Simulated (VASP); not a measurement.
# LiCl (I4/mmm) in VASP: single point with PBE

Aim: the single point of LiCl with PBE.

All numbers are computed with VASP 6.6.1; they aren't measurements. Logs are shortened: lines on timing, memory, paths and dates and some standing lists are left out, and cuts for length are marked.

## Step 1: The cell of the first run

The structure is tetragonal, space group I4/mmm (No. 139). The conventional cell has a = 3.569 Å, b = 3.569 Å, c = 5.299 Å, α = 90.00°, β = 90.00°, γ = 90.00°. Within 3.3 Å of Li (site symmetry 4/mmm) lie 6 Cl at 2.52 to 2.65 Å. Within 3.3 Å of Cl (site symmetry 4/mmm) lie 6 Li at 2.52 to 2.65 Å.

## Step 2: Single point, PBE

Input file INCAR:

```
ALGO = Normal
EDIFF = 1E-6
ENCUT = 520
GGA = PE
ISIF = 2
ISMEAR = 0
LASPH = True
LCHARG = False
LREAL = False
LWAVE = False
NBANDS = 12
NELM = 80
PREC = Accurate
SIGMA = 0.05
```

Input file KPOINTS:

```
k-points
0
Gamma
  8 8 8
```

Input file POSCAR:

```
LiCl
1.0
    0.0000000000      2.5233856682      2.6495549516
    2.5233856682      0.0000000000      2.6495549516
    2.5233856682      2.5233856682      0.0000000000
Li Cl
1 1
Direct
    0.0000000000      0.0000000000      0.0000000000
    0.5000000000      0.5000000000      0.5000000000
```

Potentials or basis: VASP PAW PBE potentials, release 64 (Li_sv, Cl).

Started as:

```console
cat potpaw_PBE.64/Li_sv/POTCAR potpaw_PBE.64/Cl/POTCAR > POTCAR
mpirun -np 1 vasp_std > vasp.out
```

OUTCAR:

```text
EDIFF = 1E-6
   ENCUT = 520
   GGA = PE
   ISIF = 2
   ISMEAR = 0
   LASPH = True
   LREAL = False
   NELM = 80
   PREC = Accurate

 ion  position               nearest neighbor table
   1  0.000  0.000  0.000-   2 2.52   2 2.52   2 2.52   2 2.52
   2  0.500  0.500  0.500-   1 2.52   1 2.52   1 2.52   1 2.52

  LATTYP: Found a body centered tetragonal cell.
 ALAT       =     3.5686062351
 C/A-ratio  =     1.4849242405

  Lattice vectors:

 A1 = (  -2.5233856682,   0.0000000000,   2.6495549516)
 A2 = (   2.5233856682,   0.0000000000,   2.6495549516)
 A3 = (   0.0000000000,   2.5233856682,  -2.6495549516)

Analysis of symmetry for initial positions (statically):
=====================================================================
 Subroutine PRICEL returns:
 Original cell was already a primitive cell.

 Routine SETGRP: Setting up the symmetry group for a
 body centered tetragonal supercell.

 Subroutine GETGRP returns: Found 16 space group operations
 (whereof 16 operations were pure point group operations)
 out of a pool of 16 trial point group operations.

The static configuration has the point symmetry D_4h.

Analysis of symmetry for dynamics (positions and initial velocities):
=====================================================================
 Subroutine PRICEL returns:
 Original cell was already a primitive cell.

 Routine SETGRP: Setting up the symmetry group for a
 body centered tetragonal supercell.

 Subroutine GETGRP returns: Found 16 space group operations
 (whereof 16 operations were pure point group operations)
 out of a pool of 16 trial point group operations.

The dynamic configuration has the point symmetry D_4h.

 Subroutine INISYM returns: Found 16 space group operations
 (whereof 16 operations are pure point group operations),
 and found     1 'primitive' translations

----------------------------------------------------------------------------------------

                                     Primitive cell

  volume of cell :      33.7420

  direct lattice vectors                    reciprocal lattice vectors
     0.000000000  2.523385668  2.649554952    -0.198146485  0.198146485  0.188710938
     2.523385668  0.000000000  2.649554952     0.198146485 -0.198146485  0.188710938
     2.523385668  2.523385668  0.000000000     0.198146485  0.198146485 -0.188710938

  length of vectors
     3.658909219  3.658909219  3.568606235     0.337840017  0.337840017  0.337840017

  position of ions in fractional coordinates (direct lattice)
     0.000000000  0.000000000  0.000000000
     0.500000000  0.500000000  0.500000000

  ion indices of the primitive-cell ions
   primitive index   ion index
                 1           1
                 2           2

----------------------------------------------------------------------------------------

 KPOINTS: k-points

Automatic generation of k-mesh.
 Grid dimensions read from file:
 generate k-points for:    8    8    8

 Generating k-lattice:

  Cartesian coordinates                     Fractional coordinates (reciprocal lattice)
    -0.024768311  0.024768311  0.023588867     0.125000000  0.000000000  0.000000000
     0.024768311 -0.024768311  0.023588867     0.000000000  0.125000000  0.000000000
     0.024768311  0.024768311 -0.023588867     0.000000000  0.000000000  0.125000000

  Length of vectors
     0.042230002  0.042230002  0.042230002

  Shift w.r.t. Gamma in fractional coordinates (k-lattice)
     0.000000000  0.000000000  0.000000000

 Subroutine IBZKPT returns following result:
 ===========================================

 Found     59 irreducible k-points:

 Following reciprocal coordinates:
            Coordinates               Weight
  0.000000  0.000000  0.000000      1.000000
  0.125000  0.000000  0.000000      8.000000
  0.250000  0.000000  0.000000      8.000000
  0.375000  0.000000  0.000000      8.000000
  0.500000  0.000000  0.000000      4.000000
  0.125000  0.125000  0.000000      2.000000
[... 16 lines left out ...]
  0.250000  0.000000  0.125000     16.000000
  0.375000  0.000000  0.125000     16.000000
 [... further k-points ...]
   k-points           NKPTS =     59   k-points in BZ     NKDIM =     59   number of bands    NBANDS=     12
   number of dos      NEDOS =    301   number of ions     NIONS =      2
   total plane-waves  NPLWV =  21952
   dimension x,y,z NGX =    28 NGY =   28 NGZ =   28
   dimension x,y,z NGXF=    56 NGYF=   56 NGZF=   56
   ions per type =               1   1
   NGX,Y,Z   is equivalent  to a cutoff of  12.72, 12.72, 13.04 a.u.
   NGXF,Y,Z  is equivalent  to a cutoff of  25.44, 25.44, 26.09 a.u.
 SYSTEM =  unknown system
   PREC   = accura    normal or accurate (medium, high low for compatibility)
   ISTART =      0    job   : 0-new  1-cont  2-samecut
   ICHARG =      2    charge: 1-file 2-atom 10-const
   ISPIN  =      1    spin polarized calculation?
   LNONCOLLINEAR =      F non collinear calculations
   LSORBIT =      F    spin-orbit coupling
   LASPH  =      T    aspherical Exc in radial PAW
   ENCUT  =  520.0 eV  38.22 Ry    6.18 a.u.   6.80  6.80  6.64*2*pi/ulx,y,z
   NELM   =     80;   NELMIN=  2; NELMDL= -5     # of ELM steps
   EDIFF  = 0.1E-05   stopping-criterion for ELM
   LREAL  =      F    real-space projection
   EDIFFG = 0.1E-04   stopping-criterion for IOM
   NSW    =      0    number of steps for IOM
   IBRION =     -1    ionic relax: 0-MD 1-quasi-New 2-CG
   NFREE  =      0    steps in history (QN), initial steepest desc. (CG)
   ISIF   =      2    stress and relaxation
   ISYM   =      2    0-nonsym 1-usesym 2-fastsym
   POTIM  = 0.5000    time-step for ionic-motion
   TEBEG  =    0.0;   TEEND  =   0.0 temperature during run
   PSTRESS=    0.0 pullay stress
   NELECT =      10.0000    total number of electrons
   NUPDOWN=      -1.0000    fix difference up-down
   EMIN   =  10.00;   EMAX   =-10.00  energy-range for DOS
   EFERMI =   0.00;   METHOD = LEGACY
   ISMEAR =     0;   SIGMA  =   0.05  broadening in eV -4-tet -1-fermi 0-gaus
   EFERMI_NEDOS =   21; number of points for ismear=-14 and -15
   IALGO  =     38    algorithm
   IMIX   =      4    mixing-type and parameters
     AMIX     =   0.40;   BMIX     =  1.00
     AMIX_MAG =   1.60;   BMIX_MAG =  1.00
  volume/ion in A,a.u.               =      16.87       113.85
  Fermi-wavevector in a.u.,A,eV,Ry     =   1.091486  2.062609 16.209183  1.191341
  Thomas-Fermi vector in A             =   2.227732
   LORBIT       =      0    0 simple, 1 ext, 2 COOP (PROOUT), +10 PAW based schemes
   GGA     = PE    functional components
   LHFCALC =     F    Hartree Fock is set to
   AEXX    =    0.0000 exact exchange contribution
   IVDW    =     0    specifies the selected vdW correction
   LEPSILON=     F    determine dielectric tensor
   LRPA    =     F    only Hartree local field effects (RPA)
 non-spin polarized calculation
 Gauss-broadening in eV      SIGMA  =   0.05
  energy-cutoff  :      520.00
  volume of cell :       33.74
 maximum number of plane-waves:       922
   NGX = 13   NGY = 13   NGZ = 13

 number of electron      10.0000004 magnetization

 Free energy of the ion-electron system (eV)
  ---------------------------------------------------
  ext. energy  EPLUGINS =         0.00000000
  ---------------------------------------------------
  free energy    TOTEN  =        -7.38052380 eV

  energy without entropy =       -7.38052380  energy(sigma->0) =       -7.38052380

 E-fermi :   0.9471     XC(G=0):  -8.7274

 val. band max:        0.6478256054   @ k =   0.0000   0.0000   0.0000
 cond. band min:       6.9165166529   @ k =   0.0000   0.0000   0.0000
 fundamental gap:      6.2686910475
 Fermi energy:         0.9470857289

 k-point     1 :       0.0000    0.0000    0.0000
  band No.  band energies     occupation
      1     -42.9371      2.00000
      2     -12.8216      2.00000
      3       0.5340      2.00000
      4       0.5340      2.00000
      5       0.6478      2.00000
      6       6.9165      0.00000
      7      12.2466      0.00000
      8      12.6747      0.00000
      9      12.6747      0.00000
     10      14.5053      0.00000
     11      14.8215      0.00000
     12      15.4503      0.00000

 k-point     2 :       0.1250    0.0000    0.0000
  band No.  band energies     occupation
      1     -42.9368      2.00000
      2     -12.7463      2.00000
      3       0.0407      2.00000
      4       0.5093      2.00000
      5       0.5599      2.00000
      6       7.3772      0.00000
      7      11.7206      0.00000
      8      12.1813      0.00000
      9      12.6609      0.00000
     10      13.5552      0.00000
     11      13.8412      0.00000
     12      15.5663      0.00000

 k-point     3 :       0.2500    0.0000    0.0000
  band No.  band energies     occupation
      1     -42.9358      2.00000
      2     -12.5542      2.00000
      3      -1.0060      2.00000
      4       0.4258      2.00000
      5       0.4537      2.00000
      6       7.8017      0.00000
      7      11.0161      0.00000
      8      11.5259      0.00000
      9      11.5854      0.00000
     10      14.5316      0.00000
     11      14.5514      0.00000
     12      16.1597      0.00000

 k-point     4 :       0.3750    0.0000    0.0000
  band No.  band energies     occupation
      1     -42.9348      2.00000
      2     -12.3457      2.00000
      3      -1.8942      2.00000
      4       0.3036      2.00000
      5       0.4034      2.00000
      6       7.5177      0.00000
      7      10.1992      0.00000
      8      10.5958      0.00000
      9      12.7483      0.00000
     10      16.2179      0.00000
     11      16.3879      0.00000
     12      16.8694      0.00000

 k-point     5 :       0.5000    0.0000    0.0000
  band No.  band energies     occupation
      1     -42.9344      2.00000
      2     -12.2537      2.00000
      3      -2.2351      2.00000
      4       0.2556      2.00000
      5       0.3841      2.00000
      6       7.3279      0.00000
      7       9.9121      0.00000
      8      10.2730      0.00000
      9      13.5467      0.00000
     10      17.5016      0.00000
     11      17.5089      0.00000
     12      17.9242      0.00000
[... 228 lines left out ...]
      1     -42.9340      2.00000
      2     -12.0687      2.00000
      3      -2.3124      2.00000
      4      -0.4241      2.00000
      5      -0.4241      2.00000
      6       8.5596      0.00000
      7       9.0219      0.00000
      8      12.5775      0.00000
      9      14.9544      0.00000
     10      14.9545      0.00000
     11      17.6124      0.00000
     12      19.2233      0.00000

 k-point    22 :       0.1250    0.0000    0.1250
  band No.  band energies     occupation
      1     -42.9366      2.00000
      2     -12.7173      2.00000
      3       0.0787      2.00000
      4       0.3187      2.00000
      5       0.4767      2.00000
      6       7.6324      0.00000
      7      11.6084      0.00000
      8      12.2140      0.00000
      9      12.4274      0.00000
     10      12.4814      0.00000
     11      15.2725      0.00000
     12      15.7985      0.00000

 k-point    23 :       0.2500    0.0000    0.1250
  band No.  band energies     occupation
      1     -42.9358      2.00000
      2     -12.5588      2.00000
      3      -0.7366      2.00000
      4       0.2024      2.00000
      5       0.3337      2.00000
      6       8.3216      0.00000
      7      10.8433      0.00000
      8      11.0157      0.00000
      9      12.0721      0.00000
     10      13.2533      0.00000
     11      15.4665      0.00000
     12      16.8651      0.00000

 k-point    24 :       0.3750    0.0000    0.1250
  band No.  band energies     occupation
      1     -42.9348      2.00000
      2     -12.3499      2.00000
      3      -1.6342      2.00000
      4       0.1193      2.00000
      5       0.1485      2.00000
      6       8.2352      0.00000
      7      10.2301      0.00000
      8      11.1108      0.00000
      9      11.6580      0.00000
     10      14.6989      0.00000
     11      16.9788      0.00000
     12      17.7453      0.00000

 [... further k-points ...]
[... 5 lines left out ...]
  --------------------------------------------------------------------------------------
  -------------------------------------------------------------------------------------
  Total        0.1993212      0.1993212     -0.1153990      0.0000000      0.0000000      0.0000000
  in kB        9.4644172      9.4644172     -5.4795174      0.0000000      0.0000000      0.0000000
  external PRESSURE =       4.4831056 kB  Pullay stress =       0.0000000 kB

 VOLUME and BASIS-vectors are now :
 -----------------------------------------------------------------------------
  energy-cutoff  :      520.00
  volume of cell :       33.74
      direct lattice vectors                 reciprocal lattice vectors
     0.000000000  2.523385668  2.649554952    -0.198146485  0.198146485  0.188710938
     2.523385668  0.000000000  2.649554952     0.198146485 -0.198146485  0.188710938
     2.523385668  2.523385668  0.000000000     0.198146485  0.198146485 -0.188710938

 POSITION                                       TOTAL-FORCE (eV/Angst)
 -----------------------------------------------------------------------------------
      0.00000      0.00000      0.00000         0.000000      0.000000      0.000000
      2.52339      2.52339      2.64955        -0.000000     -0.000000      0.000000
 -----------------------------------------------------------------------------------
    total drift:                                0.000000      0.000000      0.000000

  FREE ENERGIE OF THE ION-ELECTRON SYSTEM (eV)
  ---------------------------------------------------
  free  energy   TOTEN  =        -7.3805237984 eV

  energy  without entropy=       -7.3805237984  energy(sigma->0) =       -7.38052380
```

Wall time 18 s (1 thread of Intel Xeon Platinum 8259CL at 2.50GHz (Skylake/Cascade Lake), shared host); peak memory 0.16 GiB.

Results:

| Quantity | Value |
| --- | --- |
| Free energy | -7.3805 eV |
| Band gap on the k mesh | 6.27 eV, direct |

Caveat: the cutoff is under 1.25 times the usual one of these potentials, so pressure, stress and relaxed cells hold a basis-set (Pulay) error. A k mesh can miss the band edges.
